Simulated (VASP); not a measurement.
# IrO (F-43m) in VASP: notebook, part 2 of 2

VASP 6.6.1. The steps go on from the part before.

### 3 Relaxation of cell and atoms, PBE

This run uses another cell than the first one, of 10.34 Å³/atom, 0.762 times its volume.

File INCAR:

```
PREC = Accurate ; ENCUT = 600
EDIFF = 1E-7 ; ISMEAR = 0
SIGMA = 0.1 ; LREAL = F
LASPH = T ; NELM = 100
ALGO = Normal ; ISIF = 3
LWAVE = F ; LCHARG = F
GGA = PE ; IBRION = 2
NSW = 100 ; EDIFFG = -0.05
```

File KPOINTS:

```
Automatic mesh
0
Gamma
  8 8 8
```

File POSCAR:

```
IrO
1.0
    0.0000000000      2.1784500668      2.1784500668
    2.1784500668      0.0000000000      2.1784500668
    2.1784500668      2.1784500668      0.0000000000
Ir O
1 1
Direct
    0.0000000000      0.0000000000      0.0000000000
    0.2500000000      0.2500000000      0.2500000000
```

Potentials or basis: VASP PAW PBE potentials, release 64 (Ir, O).

The run is started by

```sh
$ cat potpaw_PBE.64/Ir/POTCAR potpaw_PBE.64/O/POTCAR > POTCAR
$ mpirun -np 1 vasp_std > vasp.out
```

OUTCAR:

```text
PREC = Accurate
   ENCUT = 600
   EDIFF = 1E-7
   ISMEAR = 0
   LREAL = F
   LASPH = T
   NELM = 100
   ISIF = 3
   GGA = PE
   IBRION = 2
   NSW = 100
   EDIFFG = -0.05

 ion  position               nearest neighbor table
   1  0.000  0.000  0.000-   2 1.89   2 1.89   2 1.89   2 1.89
   2  0.250  0.250  0.250-   1 1.89   1 1.89   1 1.89   1 1.89

  LATTYP: Found a face centered cubic cell.
 ALAT       =     4.3569001336

  Lattice vectors:

 A1 = (   0.0000000000,   2.1784500668,   2.1784500668)
 A2 = (   2.1784500668,   0.0000000000,   2.1784500668)
 A3 = (   2.1784500668,   2.1784500668,   0.0000000000)

Analysis of symmetry for initial positions (statically):
=====================================================================
 Subroutine PRICEL returns:
 Original cell was already a primitive cell.

 Routine SETGRP: Setting up the symmetry group for a
 face centered cubic supercell.

 Subroutine GETGRP returns: Found 24 space group operations
 (whereof 24 operations were pure point group operations)
 out of a pool of 48 trial point group operations.

The static configuration has the point symmetry T_d .

Analysis of symmetry for dynamics (positions and initial velocities):
=====================================================================
 Subroutine PRICEL returns:
 Original cell was already a primitive cell.

 Routine SETGRP: Setting up the symmetry group for a
 face centered cubic supercell.

 Subroutine GETGRP returns: Found 24 space group operations
 (whereof 24 operations were pure point group operations)
 out of a pool of 48 trial point group operations.

The dynamic configuration has the point symmetry T_d .

 Subroutine INISYM returns: Found 24 space group operations
 (whereof 24 operations are pure point group operations),
 and found     1 'primitive' translations

----------------------------------------------------------------------------------------

                                     Primitive cell

  volume of cell :      20.6763

[... 81 lines left out ...]
   ICHARG =      2    charge: 1-file 2-atom 10-const
   ISPIN  =      1    spin polarized calculation?
   LNONCOLLINEAR =      F non collinear calculations
   LSORBIT =      F    spin-orbit coupling
   LASPH  =      T    aspherical Exc in radial PAW
   ENCUT  =  600.0 eV  44.10 Ry    6.64 a.u.   6.15  6.15  6.15*2*pi/ulx,y,z
   NELM   =    100;   NELMIN=  2; NELMDL= -5     # of ELM steps
   EDIFF  = 0.1E-06   stopping-criterion for ELM
   LREAL  =      F    real-space projection
   EDIFFG = -.5E-01   stopping-criterion for IOM
   NSW    =    100    number of steps for IOM
   IBRION =      2    ionic relax: 0-MD 1-quasi-New 2-CG
   NFREE  =      1    steps in history (QN), initial steepest desc. (CG)
   ISIF   =      3    stress and relaxation
   ISYM   =      2    0-nonsym 1-usesym 2-fastsym
   POTIM  = 0.5000    time-step for ionic-motion
   TEBEG  =    0.0;   TEEND  =   0.0 temperature during run
   PSTRESS=    0.0 pullay stress
   NELECT =      15.0000    total number of electrons
   NUPDOWN=      -1.0000    fix difference up-down
   EMIN   =  10.00;   EMAX   =-10.00  energy-range for DOS
   EFERMI =   0.00;   METHOD = LEGACY
   ISMEAR =     0;   SIGMA  =   0.10  broadening in eV -4-tet -1-fermi 0-gaus
   EFERMI_NEDOS =   21; number of points for ismear=-14 and -15
   IALGO  =     38    algorithm
   IMIX   =      4    mixing-type and parameters
     AMIX     =   0.40;   BMIX     =  1.00
     AMIX_MAG =   1.60;   BMIX_MAG =  1.00
  volume/ion in A,a.u.               =      10.34        69.77
  Fermi-wavevector in a.u.,A,eV,Ry     =   1.471006  2.779797 29.441066  2.163857
  Thomas-Fermi vector in A             =   2.586194
   LORBIT       =      0    0 simple, 1 ext, 2 COOP (PROOUT), +10 PAW based schemes
   GGA     = PE    functional components
   LHFCALC =     F    Hartree Fock is set to
   AEXX    =    0.0000 exact exchange contribution
   IVDW    =     0    specifies the selected vdW correction
   LEPSILON=     F    determine dielectric tensor
   LRPA    =     F    only Hartree local field effects (RPA)
 conjugate gradient relaxation of ions
 non-spin polarized calculation
 Gauss-broadening in eV      SIGMA  =   0.10
  energy-cutoff  :      600.00
  volume of cell :       20.68
 maximum number of plane-waves:       701
 NGX is ok and might be reduce to    28
   NGX = 13   NGY = 13   NGZ = 13

--------------------------------------- Ionic step        1  -------------------------------------------

 number of electron      15.0000001 magnetization

 Free energy of the ion-electron system (eV)
  ---------------------------------------------------
  ext. energy  EPLUGINS =         0.00000000
  ---------------------------------------------------
  free energy    TOTEN  =       -10.86941120 eV

  energy without entropy =      -10.85658158  energy(sigma->0) =      -10.86299639

 E-fermi :  10.9146     XC(G=0): -13.3663

 val. band max:       10.8014131161   @ k =  -0.3750   0.2500   0.0000
 cond. band min:      10.9280555315   @ k =   0.5000   0.2500   0.1250
 fundamental gap:      0.1266424154
 Fermi energy:        10.9145951851
[... 824 lines left out ...]
--------------------------------------- Ionic step        5  -------------------------------------------

 number of electron      14.9999997 magnetization

 Free energy of the ion-electron system (eV)
  ---------------------------------------------------
  ext. energy  EPLUGINS =         0.00000000
  ---------------------------------------------------
  free energy    TOTEN  =       -12.45875520 eV

  energy without entropy =      -12.44822707  energy(sigma->0) =      -12.45349114

 E-fermi :   6.3182     XC(G=0): -11.7532

 val. band max:        6.3078508306   @ k =  -0.3750   0.2500   0.1250
 cond. band min:       6.5035322595   @ k =  -0.3750   0.3750   0.0000
 fundamental gap:      0.1956814290
 Fermi energy:         6.3181897281
[... 365 lines left out ...]
  FREE ENERGIE OF THE ION-ELECTRON SYSTEM (eV)
  ---------------------------------------------------
  free  energy   TOTEN  =       -12.4587552026 eV

  energy  without entropy=      -12.4482270731  energy(sigma->0) =      -12.45349114

 reached required accuracy - stopping structural energy minimisation
```

Run time: 25 s. Hardware: 1 thread of Intel Xeon 6975P-C (Granite Rapids), shared host; peak memory 0.17 GiB.

What came out:

```yaml
Free_energy: -12.4588 eV
Relaxed_volume: 13.63 Å³/atom
Relaxed_cell: a = 3.378 Å, b = 3.378 Å, c = 3.378 Å, α = 60.00°, β = 60.00°, γ = 60.00°
Space_group_after_relaxing_to_0.05_Å: F-43m (No. 216)
Energy_gained_by_relaxing: 794.7 meV/atom
Ionic_steps: 5
Pressure_after_relaxing: 0.2 GPa
```

Step by step:
| step | energy change (eV) | largest force (eV/Å) | pressure (GPa) | volume (Å³) |
| --- | --- | --- | --- | --- |
| 1 | 0.0000 | 0.0000 | 100.70 | 20.68 |
| 2 | 1.4271 | 0.0000 | -32.34 | 46.85 |
| 3 | -1.5437 | 0.0000 | -8.97 | 28.82 |
| 4 | -1.5830 | 0.0000 | -3.57 | 27.83 |
| 5 | -1.5893 | 0.0000 | 0.16 | 27.25 |

Final structure:
```xyz
2
Lattice="0.0000 2.3884 2.3884 2.3884 0.0000 2.3884 2.3884 2.3884 0.0000" Properties=species:S:1:pos:R:3 pbc="T T T"
Ir    0.0000    0.0000    0.0000
O     1.1942    1.1942    1.1942
```

Caveat: the volume moved by over 15 % at a fixed basis, so the end points are rough; spin-orbit coupling is left out, which moves the levels of the heavy elements; an odd number of electrons without spin polarisation forces a metal; a magnetic or distorted state may lie lower.

### 4 Single point, PBE

File INCAR:

```
SYSTEM = IrO
ALGO     = Normal         ! electronic algorithm
EDIFF    = 1E-6           ! SCF threshold, eV
ENCUT    = 520            ! plane-wave cutoff, eV
GGA      = PE             ! functional
ISIF     = 2              ! what is computed and relaxed
ISMEAR   = 0              ! smearing method
LASPH    = .TRUE.         ! aspherical terms in the spheres
LCHARG   = .TRUE.         ! write CHGCAR
LELF     = .TRUE.         ! ELF
LREAL    = .FALSE.        ! projectors in reciprocal space
LVHAR    = .TRUE.       
LWAVE    = .FALSE.        ! write WAVECAR
NBANDS   = 14             ! bands
NELM     = 100            ! most SCF steps
PREC     = Accurate       ! precision mode
SIGMA    = 0.1            ! smearing width, eV
```

File KPOINTS:

```
k-points
0
G
  16 16 16
  0 0 0
```

File POSCAR:

```
IrO
1.0
    0.0000000000      2.3847436051      2.3847436051
    2.3847436051      0.0000000000      2.3847436051
    2.3847436051      2.3847436051      0.0000000000
Ir O
1 1
Direct
    0.0000000000      0.0000000000      0.0000000000
    0.2500000000      0.2500000000      0.2500000000
```

The run is started by

```sh
$ cat potpaw_PBE.64/Ir/POTCAR potpaw_PBE.64/O/POTCAR > POTCAR
$ mpirun -np 1 vasp_std > vasp.out
```

Wall time 26 s (1 thread of Intel Xeon 6975P-C (Granite Rapids), shared host); peak memory 0.2 GiB.

It converged, with:

* Free energy: -12.4569 eV
* Pressure: 1.1 GPa

Levels at points of the mesh, in eV from the Fermi level:
```csv
k point,band 4,band 5,band 6,band 7,band 8,band 9,band 10,band 11
"(0.00, 0.00, 0.00)",-8.10,-2.49,-2.27,-2.27,1.60,1.60,1.60,13.05
"(0.50, 0.00, 0.00)",-7.61,-2.14,-1.91,-1.91,0.45,0.45,3.17,5.67
"(0.50, 0.50, 0.00)",-6.68,-3.38,-1.74,-1.42,-0.48,-0.48,6.07,6.85
```

Caveat: spin-orbit coupling is left out, which moves the levels of the heavy elements; an odd number of electrons without spin polarisation forces a metal; a magnetic or distorted state may lie lower.

### 5 Overview

```tsv
task	cell	k mesh	cutoff (eV)	gap on the mesh (eV)	pressure (GPa)
single point	a = 3.373 Å, angles 60.0°, 2 atoms	8 × 8 × 8	520	none	1.1
relaxation of cell and atoms	relaxed from a = 3.081 Å, angles 60.0°, 2 atoms	8 × 8 × 8	600	none	0.2
single point	a = 3.373 Å, angles 60.0°, 2 atoms	16 × 16 × 16	520	none	1.1
```

Alike in all rows: level PBE; potentials or basis VASP PAW PBE potentials, release 64 (Ir, O); no spin polarisation; smearing gaussian 0.1 eV.

Caveats: spin-orbit coupling is left out, which moves the levels of the heavy elements; an odd number of electrons without spin polarisation forces a metal; a magnetic or distorted state may lie lower; the volume moved by over 15 % at a fixed basis, so the end points are rough (some runs).

Total energies depend on the potentials used, so only differences within one code and one set of settings carry meaning.
